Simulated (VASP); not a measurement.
A run of VASP 6.6.1:

INCAR

```
SYSTEM = Cu
ALGO = Normal
DIPOL = 0.5 0.5 0.500
EDIFF = 1E-6
ENCUT = 520
GGA = PE
IDIPOL = 3
ISIF = 2
ISMEAR = -1
LASPH = .TRUE.
LCHARG = .FALSE.
LDIPOL = .TRUE.
LREAL = .FALSE.
LWAVE = .FALSE.
NBANDS = 54
NELM = 60
PREC = Accurate
SIGMA = 0.05
```

File KPOINTS:

```
k-points
0
G
  12 12 1
  0 0 0
```

The input POSCAR:

```
Cu
1.0
    2.5307640267      0.0000000000      0.0000000000
   -1.2653820133      2.1917059381      0.0000000000
    0.0000000000      0.0000000000     29.4581763900
Cu
8
Direct
    0.3333333300      0.6666666600      0.2545982447
    0.0000000000      0.0000000000      0.3247130319
    0.6666666700      0.3333333400      0.3948278191
    0.0000000000      0.0000000000      0.4649426064
    0.3333333300      0.6666666600      0.5350573936
    0.0000000000      0.0000000000      0.6051721809
    0.6666666700      0.3333333400      0.6752869681
    0.0000000000      0.0000000000      0.7454017553
```

Potentials or basis: VASP PAW PBE potentials, release 64 (Cu).

The run is started by

```bash
$ cat potpaw_PBE.64/Cu/POTCAR > POTCAR
$ mpirun -np 1 vasp_std > vasp.out
```

Hardware: 1 thread of Intel(R) Xeon(R) Platinum 8375C CPU @ 2.90GHz (Ice Lake), with other jobs on the host.

Question: How long does it take, and how much memory?

Answer: It took 5.8 min on 1 thread of Intel(R) Xeon(R) Platinum 8375C CPU @ 2.90GHz (Ice Lake), on a shared host, peak memory 0.35 GiB. Counts: scf iterations 32, k points 19.
